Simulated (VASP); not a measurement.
# Cu (Fm-3m) in VASP: notebook

Cu is run at these levels: PBEsol; tasks: single point, relaxation of cell and atoms.

All numbers are computed with VASP 6.6.1; they aren't measurements. Logs are shortened: lines on timing, memory, paths and dates and some standing lists are left out, and cuts for length are marked.

**1. The cell of the first run**

Symmetry: Fm-3m, No. 225, cubic system. The conventional cell has a = 3.564 Å, b = 3.564 Å, c = 3.564 Å, α = 90.00°, β = 90.00°, γ = 90.00°. Within 3.3 Å of Cu (site symmetry m-3m) lie 12 Cu at 2.52 Å.

**2. Single point, PBEsol**

Input file INCAR:

```
PREC     = Accurate       # precision mode
ENCUT    = 520            # plane-wave cutoff, eV
EDIFF    = 1E-7           # SCF threshold, eV
ISMEAR   = -1             # smearing method
SIGMA    = 0.1            # smearing width, eV
LREAL    = False          # projectors in reciprocal space
LASPH    = True           # aspherical terms in the spheres
NELM     = 60             # most SCF steps
ALGO     = Normal         # electronic algorithm
ISIF     = 2              # what is computed and relaxed
LWAVE    = False          # write WAVECAR
LCHARG   = False          # write CHGCAR
GGA      = PS             # functional
NBANDS   = 12             # bands
```

Input file KPOINTS:

```
Automatic mesh
0
Gamma
  16 16 16
```

Input file POSCAR:

```
Cu
1.0
    0.0000000000      1.7820328995      1.7820328995
    1.7820328995      0.0000000000      1.7820328995
    1.7820328995      1.7820328995      0.0000000000
Cu
1
Direct
    0.0000000000      0.0000000000      0.0000000000
```

Potentials or basis: VASP PAW PBE potentials, release 64 (Cu).

On the command line:

```sh
$ cat potpaw_PBE.64/Cu/POTCAR > POTCAR
$ mpirun -np 1 vasp_std > vasp.out
```

OUTCAR:

```text
PREC = Accurate
   ENCUT = 520
   EDIFF = 1E-7
   ISMEAR = -1
   LREAL = False
   LASPH = True
   NELM = 60
   ISIF = 2
   GGA = PS

 ion  position               nearest neighbor table
   1  0.000  0.000  0.000-

  LATTYP: Found a face centered cubic cell.
 ALAT       =     3.5640657990

  Lattice vectors:

 A1 = (   0.0000000000,   1.7820328995,   1.7820328995)
 A2 = (   1.7820328995,   0.0000000000,   1.7820328995)
 A3 = (   1.7820328995,   1.7820328995,   0.0000000000)

Analysis of symmetry for initial positions (statically):
=====================================================================
 Subroutine PRICEL returns:
 Original cell was already a primitive cell.

 Routine SETGRP: Setting up the symmetry group for a
 face centered cubic supercell.

 Subroutine GETGRP returns: Found 48 space group operations
 (whereof 48 operations were pure point group operations)
 out of a pool of 48 trial point group operations.

The static configuration has the point symmetry O_h .

Analysis of symmetry for dynamics (positions and initial velocities):
=====================================================================
 Subroutine PRICEL returns:
 Original cell was already a primitive cell.

 Routine SETGRP: Setting up the symmetry group for a
 face centered cubic supercell.

 Subroutine GETGRP returns: Found 48 space group operations
 (whereof 48 operations were pure point group operations)
 out of a pool of 48 trial point group operations.

The dynamic configuration has the point symmetry O_h .

 Subroutine INISYM returns: Found 48 space group operations
 (whereof 48 operations are pure point group operations),
 and found     1 'primitive' translations

----------------------------------------------------------------------------------------

                                     Primitive cell

  volume of cell :      11.3182

  direct lattice vectors                    reciprocal lattice vectors
     0.000000000  1.782032900  1.782032900    -0.280578434  0.280578434  0.280578434
     1.782032900  0.000000000  1.782032900     0.280578434 -0.280578434  0.280578434
     1.782032900  1.782032900  0.000000000     0.280578434  0.280578434 -0.280578434

  length of vectors
     2.520175095  2.520175095  2.520175095     0.485976103  0.485976103  0.485976103

  position of ions in fractional coordinates (direct lattice)
     0.000000000  0.000000000  0.000000000

  ion indices of the primitive-cell ions
   primitive index   ion index
                 1           1

----------------------------------------------------------------------------------------

 KPOINTS: Automatic mesh

Automatic generation of k-mesh.
 Grid dimensions read from file:
 generate k-points for:   16   16   16

 Generating k-lattice:

  Cartesian coordinates                     Fractional coordinates (reciprocal lattice)
    -0.017536152  0.017536152  0.017536152     0.062500000  0.000000000  0.000000000
     0.017536152 -0.017536152  0.017536152     0.000000000  0.062500000  0.000000000
     0.017536152  0.017536152 -0.017536152     0.000000000  0.000000000  0.062500000

  Length of vectors
     0.030373506  0.030373506  0.030373506

  Shift w.r.t. Gamma in fractional coordinates (k-lattice)
     0.000000000  0.000000000  0.000000000

 Subroutine IBZKPT returns following result:
 ===========================================

 Found    145 irreducible k-points:

 Following reciprocal coordinates:
            Coordinates               Weight
  0.000000  0.000000  0.000000      1.000000
  0.062500  0.000000  0.000000      8.000000
  0.125000  0.000000  0.000000      8.000000
  0.187500  0.000000  0.000000      8.000000
  0.250000  0.000000  0.000000      8.000000
  0.312500  0.000000  0.000000      8.000000
[... 16 lines left out ...]
 -0.125000  0.062500  0.000000     24.000000
 -0.062500  0.062500  0.000000     12.000000
 [... further k-points ...]
   k-points           NKPTS =    145   k-points in BZ     NKDIM =    145   number of bands    NBANDS=     12
   number of dos      NEDOS =    301   number of ions     NIONS =      1
   total plane-waves  NPLWV =   8000
   dimension x,y,z NGX =    20 NGY =   20 NGZ =   20
   dimension x,y,z NGXF=    40 NGYF=   40 NGZF=   40
   ions per type =               1
   NGX,Y,Z   is equivalent  to a cutoff of  13.19, 13.19, 13.19 a.u.
   NGXF,Y,Z  is equivalent  to a cutoff of  26.39, 26.39, 26.39 a.u.
 SYSTEM =  unknown system
   PREC   = accura    normal or accurate (medium, high low for compatibility)
   ISTART =      0    job   : 0-new  1-cont  2-samecut
   ICHARG =      2    charge: 1-file 2-atom 10-const
   ISPIN  =      1    spin polarized calculation?
   LNONCOLLINEAR =      F non collinear calculations
   LSORBIT =      F    spin-orbit coupling
   LASPH  =      T    aspherical Exc in radial PAW
   ENCUT  =  520.0 eV  38.22 Ry    6.18 a.u.   4.69  4.69  4.69*2*pi/ulx,y,z
   NELM   =     60;   NELMIN=  2; NELMDL= -5     # of ELM steps
   EDIFF  = 0.1E-06   stopping-criterion for ELM
   LREAL  =      F    real-space projection
   EDIFFG = 0.1E-05   stopping-criterion for IOM
   NSW    =      0    number of steps for IOM
   IBRION =     -1    ionic relax: 0-MD 1-quasi-New 2-CG
   NFREE  =      0    steps in history (QN), initial steepest desc. (CG)
   ISIF   =      2    stress and relaxation
   ISYM   =      2    0-nonsym 1-usesym 2-fastsym
   POTIM  = 0.5000    time-step for ionic-motion
   TEBEG  =    0.0;   TEEND  =   0.0 temperature during run
   PSTRESS=    0.0 pullay stress
   NELECT =      11.0000    total number of electrons
   NUPDOWN=      -1.0000    fix difference up-down
   EMIN   =  10.00;   EMAX   =-10.00  energy-range for DOS
   EFERMI =   0.00;   METHOD = LEGACY
   ISMEAR =    -1;   SIGMA  =   0.10  broadening in eV -4-tet -1-fermi 0-gaus
   EFERMI_NEDOS =   21; number of points for ismear=-14 and -15
   IALGO  =     38    algorithm
   IMIX   =      4    mixing-type and parameters
     AMIX     =   0.40;   BMIX     =  1.00
     AMIX_MAG =   1.60;   BMIX_MAG =  1.00
  volume/ion in A,a.u.               =      11.32        76.38
  Fermi-wavevector in a.u.,A,eV,Ry     =   1.621611  3.064400 35.778182  2.629622
  Thomas-Fermi vector in A             =   2.715359
   LORBIT       =      0    0 simple, 1 ext, 2 COOP (PROOUT), +10 PAW based schemes
   GGA     = PS    functional components
   LHFCALC =     F    Hartree Fock is set to
   AEXX    =    0.0000 exact exchange contribution
   IVDW    =     0    specifies the selected vdW correction
   LEPSILON=     F    determine dielectric tensor
   LRPA    =     F    only Hartree local field effects (RPA)
 non-spin polarized calculation
  energy-cutoff  :      520.00
  volume of cell :       11.32
 maximum number of plane-waves:       316
   NGX =  9   NGY =  9   NGZ =  9

 number of electron      11.0000013 magnetization

 Free energy of the ion-electron system (eV)
  ---------------------------------------------------
  ext. energy  EPLUGINS =         0.00000000
  ---------------------------------------------------
  free energy    TOTEN  =        -4.31335301 eV

  energy without entropy =       -4.30325437  energy(sigma->0) =       -4.30830369

 E-fermi :   7.9171     XC(G=0): -13.1582

 val. band max:        7.8861523645   @ k =   0.5000   0.1875   0.0625
 cond. band min:       7.9607892160   @ k =   0.5000   0.3125   0.1250
 fundamental gap:      0.0746368515
 Fermi energy:         7.9171400952

 k-point     1 :       0.0000    0.0000    0.0000
  band No.  band energies     occupation
      1      -1.7809      2.00000
      2       4.7776      2.00000
      3       4.7776      2.00000
      4       4.7776      2.00000
      5       5.6664      2.00000
      6       5.6664      2.00000
      7      30.8611      0.00000
      8      33.8081      0.00000
      9      33.8081      0.00000
     10      33.8081      0.00000
     11      36.3262      0.00000
     12      36.3262      0.00000

 k-point     2 :       0.0625    0.0000    0.0000
  band No.  band energies     occupation
      1      -1.6342      2.00000
      2       4.7450      2.00000
      3       4.8063      2.00000
      4       4.8063      2.00000
      5       5.6548      2.00000
      6       5.6548      2.00000
      7      30.0583      0.00000
      8      32.1985      0.00000
      9      33.3580      0.00000
     10      33.3580      0.00000
     11      36.9759      0.00000
     12      36.9759      0.00000

 k-point     3 :       0.1250    0.0000    0.0000
  band No.  band energies     occupation
      1      -1.2005      2.00000
      2       4.6586      2.00000
      3       4.8776      2.00000
      4       4.8776      2.00000
      5       5.6345      2.00000
      6       5.6345      2.00000
      7      27.1819      0.00000
      8      31.5838      0.00000
      9      32.5916      0.00000
     10      32.5916      0.00000
     11      38.2060      0.00000
     12      38.2205      0.00000
[... 286 lines left out ...]
 k-point    23 :      -0.1250    0.0625    0.0000
  band No.  band energies     occupation
      1      -0.8696      2.00000
      2       4.5829      2.00000
      3       4.9315      2.00000
      4       4.9327      2.00000
      5       5.5406      2.00000
      6       5.7165      2.00000
      7      26.1736      0.00000
      8      28.9228      0.00000
      9      32.8676      0.00000
     10      34.3243      0.00000
     11      36.6065      0.00000
     12      37.3358      0.00000

 k-point    24 :      -0.0625    0.0625    0.0000
  band No.  band energies     occupation
      1      -1.3918      2.00000
      2       4.6851      2.00000
      3       4.8480      2.00000
      4       4.8622      2.00000
      5       5.5983      2.00000
      6       5.6804      2.00000
      7      28.9876      0.00000
      8      30.2154      0.00000
      9      32.7803      0.00000
     10      34.3611      0.00000
     11      36.5176      0.00000
     12      37.1250      0.00000

 [... further k-points ...]

------------------------ aborting loop because EDIFF is reached ----------------------------------------

  FORCE on cell =-STRESS in cart. coord.  units (eV):
  Direction    XX          YY          ZZ          XY          YZ          ZX
  --------------------------------------------------------------------------------------
  -------------------------------------------------------------------------------------
  Total        0.0519840      0.0519840      0.0519840      0.0000000      0.0000000      0.0000000
  in kB        7.3587306      7.3587306      7.3587306      0.0000000      0.0000000      0.0000000
  external PRESSURE =       7.3587306 kB  Pullay stress =       0.0000000 kB

 VOLUME and BASIS-vectors are now :
 -----------------------------------------------------------------------------
  energy-cutoff  :      520.00
  volume of cell :       11.32
      direct lattice vectors                 reciprocal lattice vectors
     0.000000000  1.782032900  1.782032900    -0.280578434  0.280578434  0.280578434
     1.782032900  0.000000000  1.782032900     0.280578434 -0.280578434  0.280578434
     1.782032900  1.782032900  0.000000000     0.280578434  0.280578434 -0.280578434

 POSITION                                       TOTAL-FORCE (eV/Angst)
 -----------------------------------------------------------------------------------
      0.00000      0.00000      0.00000        -0.000000      0.000000      0.000000
 -----------------------------------------------------------------------------------
    total drift:                                0.000000      0.000000      0.000000

  FREE ENERGIE OF THE ION-ELECTRON SYSTEM (eV)
  ---------------------------------------------------
  free  energy   TOTEN  =        -4.3133530070 eV

  energy  without entropy=       -4.3032543669  energy(sigma->0) =       -4.30830369
```

Wall time 12 s (1 thread of Intel Xeon Platinum 8488C (Sapphire Rapids), shared host); peak memory 0.14 GiB.

What came out:

* Free energy: -4.3134 eV
* Pressure: 0.7 GPa

Caveat: the PAW data sets were made with another functional, which shifts forces and pressure a little.

[end of part 1 of 2]
